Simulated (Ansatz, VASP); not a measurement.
**Two plane-wave programs on SnO**

INCAR

```
SYSTEM = SnO
ALGO     = Normal         ! electronic algorithm
EDIFF    = 1E-6           ! SCF threshold, eV
ENCUT    = 520            ! plane-wave cutoff, eV
GGA      = CA             ! functional
ISIF     = 2              ! what is computed and relaxed
ISMEAR   = 0              ! smearing method
LASPH    = .True.         ! aspherical terms in the spheres
LCHARG   = .False.        ! write CHGCAR
LREAL    = .False.        ! projectors in reciprocal space
LWAVE    = .False.        ! write WAVECAR
NBANDS   = 28             ! bands
NELM     = 60             ! most SCF steps
PREC     = Accurate       ! precision mode
SIGMA    = 0.1            ! smearing width, eV
```

The input KPOINTS:

```
k-points
0
Gamma
  6 6 4
  0 0 0
```

File POSCAR:

```
SnO
1.0
    3.7986000000      0.0000000000      0.0000000000
    0.0000000000      3.7986000000      0.0000000000
    0.0000000000      0.0000000000      4.8408000000
Sn O
2 2
Direct
    0.5000000000      0.0000000000      0.2369000000
    0.0000000000      0.5000000000      0.7631000000
    0.0000000000      0.0000000000      0.0000000000
    0.5000000000      0.5000000000      0.0000000000
```

Input for Ansatz:

```yaml
crystal:
  lattice:
    - [3.7986, 0.0, 0.0]
    - [0.0, 3.7986, 0.0]
    - [0.0, 0.0, 4.8408]
  atoms:
    - { symbol: Sn, position: [0.5, 0.0, 0.2369] }
    - { symbol: Sn, position: [0.0, 0.5, 0.7631] }
    - { symbol: O, position: [0.0, 0.0, 0.0] }
    - { symbol: O, position: [0.5, 0.5, 0.0] }
basis:
  ecutwfc: 420
kpoints:
  mp_grid: { grid: [6, 6, 4] }
hamiltonian:
  xc: lda
scf:
  occupations: { method: gaussian, width: 0.1 }
output:
  forces: true
  stress: true
  eigenvalues: true
```

Alike in both runs: task single point; functional LDA; k mesh 6 × 6 × 4; occupations gaussian, width 0.1 eV; no spin polarisation.

|  | VASP | Ansatz |
| --- | --- | --- |
| version | VASP 6.6.1 | Ansatz 0.2.0 |
| potentials or method | VASP PAW LDA potentials, release 64 (Sn_d, O), cutoff 520 eV | scalar-relativistic, plane waves, PAW |
| valence electrons in the cell | 40 | 40 |

Ansatz gave:

| Property | Result |
| --- | --- |
| gap on the k mesh at the Fermi level (eV) | 0.14 |
| least direct gap on the mesh (eV) | 2.01 |
| pressure (GPa) | -2.3 |
| traceless stress, the component that is largest in VASP (GPa) | 0.20 |
| rms of the force components (eV/Å) | 0.042 |

Task: Estimate VASP's values.

Result: gap on the k mesh at the Fermi level (eV): 0.13; least direct gap on the mesh (eV): 1.98; pressure (GPa): -2.0; traceless stress, the component that is largest in VASP (GPa): 0.22; rms of the force components (eV/Å): 0.003.

LDA's correlation is that of Perdew and Zunger in VASP and of Perdew and Wang (1992) in Ansatz. Atom by atom the forces differ by 0.046 eV/Å (rms over components).
